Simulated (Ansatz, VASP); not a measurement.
**Ag: VASP beside Ansatz**

The input INCAR:

```
SYSTEM = Ag
ALGO = Normal
EDIFF = 1E-6
ENCUT = 520
GGA = RP
ISIF = 2
ISMEAR = -1
LASPH = .TRUE.
LCHARG = .FALSE.
LREAL = .FALSE.
LWAVE = .FALSE.
NBANDS = 12
NELM = 60
PREC = Accurate
SIGMA = 0.1
```

Contents of KPOINTS:

```
k-points
0
G
  15 15 15
  0 0 0
```

File POSCAR:

```
Ag
1.0
   -1.6080435345      1.6080435345      1.6080435345
    1.6080435345     -1.6080435345      1.6080435345
    1.6080435345      1.6080435345     -1.6080435345
Ag
1
Direct
    0.0000000000      0.0000000000      0.0000000000
```

Input for Ansatz:

```yaml
crystal:
  lattice:
    - [-1.6080435345, 1.6080435345, 1.6080435345]
    - [1.6080435345, -1.6080435345, 1.6080435345]
    - [1.6080435345, 1.6080435345, -1.6080435345]
  atoms:
    - { symbol: Ag, position: [0.0, 0.0, 0.0] }
hamiltonian:
  xc: rpbe
  pseudopotentials:
    kind: paw
    azcp:
      Ag: "pseudopotentials/Ag.paw.azcp"
basis:
  ecutwfc: 420
  fft_grid_basis: typed
kpoints:
  mp_grid: { grid: [15, 15, 15], shift: [0, 0, 0] }
magnetization:
  spin_polarized: false
scf:
  occupations: { method: fermi_dirac, width: 0.1 }
  lower_state_search: "off"
output:
  stress: true
```

Alike in both runs: task single point; functional RPBE; k mesh 15 × 15 × 15; occupations fermi-dirac, width 0.1 eV; no spin polarisation.

|  | VASP | Ansatz |
| --- | --- | --- |
| version | VASP 6.6.1 | Ansatz 0.2.0 |
| potentials or method | VASP PAW PBE potentials, release 64 (Ag), cutoff 520 eV | plane waves (420 eV) with PAW, scalar-relativistic |
| valence electrons in the cell | 11 | 19 |

|  | VASP | Ansatz | Ansatz less VASP |
| --- | --- | --- | --- |
| pressure (GPa) | 12.7 | 12.9 | +0.19 |

VASP's potentials were made for PBE, not for RPBE. VASP's potentials hold 11 valence electrons a cell and Ansatz's 19, so a difference there can come from the potentials and not from the codes.
